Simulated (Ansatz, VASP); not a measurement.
One calculation of Si, two programs

```
CELL_PARAMETERS angstrom
3.95400 0.00000 0.00000
-1.97700 3.42426 0.00000
0.00000 0.00000 28.00000
ATOMIC_POSITIONS crystal
Si 0.33333 0.66667 0.51020
Si 0.66667 0.33333 0.48980
```

Alike in both runs: task single point; functional LDA; k mesh 15 × 15 × 1; occupations gaussian, width 0.1 eV; no spin polarisation.

|  | VASP | Ansatz |
| --- | --- | --- |
| version | VASP 6.6.1 | Ansatz 0.2.0 |
| potentials or method | VASP PAW LDA potentials, release 64 (Si), cutoff 520 eV | scalar-relativistic, plane waves, PAW |
| valence electrons in the cell | 8 | 8 |

VASP gave:

| Quantity | Value |
| --- | --- |
| gap on the k mesh at the Fermi level (eV) | none |
| rms of the force components (eV/Å) | 0.299 |
| work function, face that differs most (eV) | 4.83 |

Q: Estimate Ansatz's values.

A: gap on the k mesh at the Fermi level (eV): none; rms of the force components (eV/Å): 0.298; work function, face that differs most (eV): 4.82.

Ansatz warns that its potentials were made for another functional, while VASP's fit it. LDA's correlation is that of Perdew and Zunger in VASP and of Perdew and Wang (1992) in Ansatz. Atom by atom the forces differ by 0.002 eV/Å (rms over components). A gap of «none» marks a metal or a gap that the smearing closes.
